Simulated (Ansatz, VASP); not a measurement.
MoSe2: VASP beside Ansatz

File INCAR:

```
  PREC = Accurate
  ENCUT = 520
  EDIFF = 1E-6
  ISMEAR = 0
  SIGMA = 0.02
  LREAL = False
  LASPH = True
  NELM = 100
  ALGO = Normal
  ISIF = 2
  LWAVE = False
  LCHARG = False
  LDIPOL = True
  IDIPOL = 3
  DIPOL = 0.5 0.5 0.500
  GGA = PE
  IVDW = 12
  NBANDS = 64
```

File KPOINTS:

```
regular mesh
0
Gamma
  9 9 1
```

Contents of POSCAR:

```
MoSe2
1.0
    3.2783886657      0.0000000000      0.0000000000
   -1.6391943328      2.8391678680      0.0000000000
    0.0000000000      0.0000000000     70.8915939351
Se Mo
8 4
Direct
    0.3333333333      0.6666666667      0.3415887813
    0.3333333333      0.6666666667      0.3888490192
    0.6666666667      0.3333333333      0.4314844804
    0.6666666667      0.3333333333      0.4787015823
    0.3333333333      0.6666666667      0.5212984177
    0.3333333333      0.6666666667      0.5685155196
    0.6666666667      0.3333333333      0.6111509808
    0.6666666667      0.3333333333      0.6584112187
    0.6666666667      0.3333333333      0.3652214780
    0.3333333333      0.6666666667      0.4550929757
    0.6666666667      0.3333333333      0.5449070243
    0.3333333333      0.6666666667      0.6347785220
```

Input for Ansatz:

```yaml
crystal:
  lattice:
    - [3.2783886657, 0.0, 0.0]
    - [-1.6391943328, 2.839167868, 0.0]
    - [0.0, 0.0, 70.8915939351]
  atoms:
    - { symbol: Se, position: [0.3333333333, 0.6666666667, 0.3415887813] }
    - { symbol: Mo, position: [0.6666666667, 0.3333333333, 0.365221478] }
    - { symbol: Se, position: [0.3333333333, 0.6666666667, 0.3888490192] }
    - { symbol: Se, position: [0.6666666667, 0.3333333333, 0.4314844804] }
    - { symbol: Mo, position: [0.3333333333, 0.6666666667, 0.4550929757] }
    - { symbol: Se, position: [0.6666666667, 0.3333333333, 0.4787015823] }
    - { symbol: Se, position: [0.3333333333, 0.6666666667, 0.5212984177] }
    - { symbol: Mo, position: [0.6666666667, 0.3333333333, 0.5449070243] }
    - { symbol: Se, position: [0.3333333333, 0.6666666667, 0.5685155196] }
    - { symbol: Se, position: [0.6666666667, 0.3333333333, 0.6111509808] }
    - { symbol: Mo, position: [0.3333333333, 0.6666666667, 0.634778522] }
    - { symbol: Se, position: [0.6666666667, 0.3333333333, 0.6584112187] }
  periodic: [true, true, false]
basis:
  ecutwfc: 420
kpoints:
  mp_grid: { grid: [9, 9, 1] }
  band_path:
    path:
      - [0.0, 0.0, 0.0]
      - [0.05, 0.0, 0.0]
      - [0.1, 0.0, 0.0]
      - [0.15, 0.0, 0.0]
      - [0.2, 0.0, 0.0]
      - [0.25, 0.0, 0.0]
      - [0.3, 0.0, 0.0]
      - [0.35, 0.0, 0.0]
      - [0.4, 0.0, 0.0]
      - [0.45, 0.0, 0.0]
      - [0.5, 0.0, 0.0]
      - [0.4833333333, 0.0333333333, 0.0]
      - [0.4666666667, 0.0666666667, 0.0]
      - [0.45, 0.1, 0.0]
      - [0.4333333333, 0.1333333333, 0.0]
      - [0.4166666667, 0.1666666667, 0.0]
      - [0.4, 0.2, 0.0]
      - [0.3833333333, 0.2333333333, 0.0]
      - [0.3666666667, 0.2666666667, 0.0]
      - [0.35, 0.3, 0.0]
      - [0.3333333333, 0.3333333333, 0.0]
      - [0.3, 0.3, 0.0]
      - [0.2666666667, 0.2666666667, 0.0]
      - [0.2333333333, 0.2333333333, 0.0]
      - [0.2, 0.2, 0.0]
      - [0.1666666667, 0.1666666667, 0.0]
      - [0.1333333333, 0.1333333333, 0.0]
      - [0.1, 0.1, 0.0]
      - [0.0666666667, 0.0666666667, 0.0]
      - [0.0333333333, 0.0333333333, 0.0]
      - [0.182292, 0.184896, 0.0]
    npoints: 1
hamiltonian:
  xc: pbe
  dispersion: d3bj
scf:
  occupations: { method: gaussian, width: 0.02 }
  n_extra_bands: 6
output:
  forces: true
  stress: true
  eigenvalues: true
```

Alike in both runs: task single point; functional PBE; dispersion D3(BJ); k mesh 9 × 9 × 1; occupations gaussian, width 0.02 eV; no spin polarisation.

|  | VASP | Ansatz |
| --- | --- | --- |
| version | VASP 6.6.1 | Ansatz 0.2.0 |
| potentials or method | VASP PAW PBE potentials, release 64 (Se, Mo_sv), cutoff 520 eV | scalar-relativistic, plane waves, PAW |
| valence electrons in the cell | 104 | 184 |

VASP gave:

| Item | Value |
| --- | --- |
| gap on the k mesh at the Fermi level (eV) | 0.96 |
| least direct gap on the mesh (eV) | 1.48 |
| rms of the force components (eV/Å) | 0.017 |

Question: Which values does Ansatz return?

Answer: gap on the k mesh at the Fermi level (eV): 0.96; least direct gap on the mesh (eV): 1.48; rms of the force components (eV/Å): 0.000.

VASP's potentials hold 104 valence electrons a cell and Ansatz's 184, so a difference there can come from the potentials and not from the codes.
